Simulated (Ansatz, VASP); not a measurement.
# W: VASP beside Ansatz

The input INCAR:

```
SYSTEM = W
ALGO = Fast
EDIFF = 1E-6
ENCUT = 520
GGA = PS
ISIF = 2
ISMEAR = 0
LASPH = .TRUE.
LCHARG = .FALSE.
LREAL = .FALSE.
LWAVE = .FALSE.
NBANDS = 13
NELM = 80
PREC = Accurate
SIGMA = 0.15
```

KPOINTS

```
k-points
0
G
  26 26 26
  0 0 0
```

File POSCAR:

```
W
1.0
   -1.5771801398      1.5830945653      1.5830945653
    1.5771801398     -1.5712657143      1.5712657143
    1.5771801398      1.5712657143     -1.5712657143
W
1
Direct
    0.0000000000      0.0000000000      0.0000000000
```

Input for Ansatz:

```yaml
crystal:
  lattice:
    - [-1.5771801398, 1.5830945653, 1.5830945653]
    - [1.5771801398, -1.5712657143, 1.5712657143]
    - [1.5771801398, 1.5712657143, -1.5712657143]
  atoms:
    - { symbol: W, position: [0.0, 0.0, 0.0] }
basis:
  ecutwfc: 420
kpoints:
  mp_grid: { grid: [26, 26, 26] }
hamiltonian:
  xc: pbesol
scf:
  occupations: { method: gaussian, width: 0.15 }
output:
  forces: true
  stress: true
  eigenvalues: true
```

Change from the starting cell: strain +0.0075 x Voigt [0, 0, 0, 1, 0, 0], atoms carried along.

Alike in both runs: task single point; functional PBEsol; k mesh 26 × 26 × 26; occupations gaussian, width 0.15 eV; no spin polarisation.

|  | VASP | Ansatz |
| --- | --- | --- |
| version | VASP 6.6.1 | Ansatz 0.2.0 |
| potentials or method | VASP PAW PBE potentials, release 64 (W_sv), cutoff 520 eV | scalar-relativistic, plane waves, PAW |
| valence electrons in the cell | 14 | 14 |

Ansatz gave:

```
gap on the k mesh at the Fermi level (eV)                     : none
pressure (GPa)                                                : -0.1
traceless stress, the component that is largest in VASP (GPa) : -1.14
```

What did VASP give for the same quantities?

gap on the k mesh at the Fermi level (eV): none; pressure (GPa): 0.5; traceless stress, the component that is largest in VASP (GPa): -1.16.

VASP's potentials were made for PBE, not for PBEsol. A gap of «none» marks a metal or a gap that the smearing closes. With one functional, cell and mesh, what is left measures potentials, basis and numerics.

Neither program's run includes spin-orbit coupling.
